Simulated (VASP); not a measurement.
Crystal: SnO2.

```
Sn O
1.0
     0.00000    3.32036    3.32036
     3.32036    0.00000    3.32036
     3.32036    3.32036    0.00000
Sn O
2 4
Direct
  0.00000 0.00000 0.00000
  0.25000 0.25000 0.25000
  0.62500 0.62500 0.62500
  0.12500 0.62500 0.62500
  0.62500 0.62500 0.12500
  0.62500 0.12500 0.62500
```

```yaml
Program: VASP 6.6.1
Task: relaxation of cell and atoms
Functional: PBE
Potentials_or_basis: VASP PAW PBE potentials, release 64 (Sn_d, O)
Cutoff: 600 eV
k_mesh: 4 × 4 × 4
Occupations: gaussian, width 0.1 eV
Spin: no spin polarisation
```

At the start: pressure 6.4 GPa; volume 12.20 Å³/atom.

Q: How do energy, volume and symmetry change on relaxing?

A: Over 3 steps the energy falls by 13.4 meV/atom and the volume is 12.90 Å³/atom (+5.7 %); space group Fd-3m (No. 227, to 0.1 Å) before and after.

Step by step:
```tsv
step	energy change (eV)	largest force (eV/Å)	pressure (GPa)	volume (Å³)
1	0.0000	0.0000	6.45	73.21
2	-0.0752	0.0000	-1.44	78.54
3	-0.0802	0.0000	0.01	77.40
```

Final structure:
```
CELL_PARAMETERS angstrom
0.00000 3.38249 3.38249
3.38249 0.00000 3.38249
3.38249 3.38249 0.00000
ATOMIC_POSITIONS crystal
Sn 0.00000 0.00000 0.00000
Sn 0.25000 0.25000 0.25000
O 0.62500 0.62500 0.62500
O 0.12500 0.62500 0.62500
O 0.62500 0.62500 0.12500
O 0.62500 0.12500 0.62500
```

Caveat: the k points lie up to 0.40 Å⁻¹ apart in the final cell.
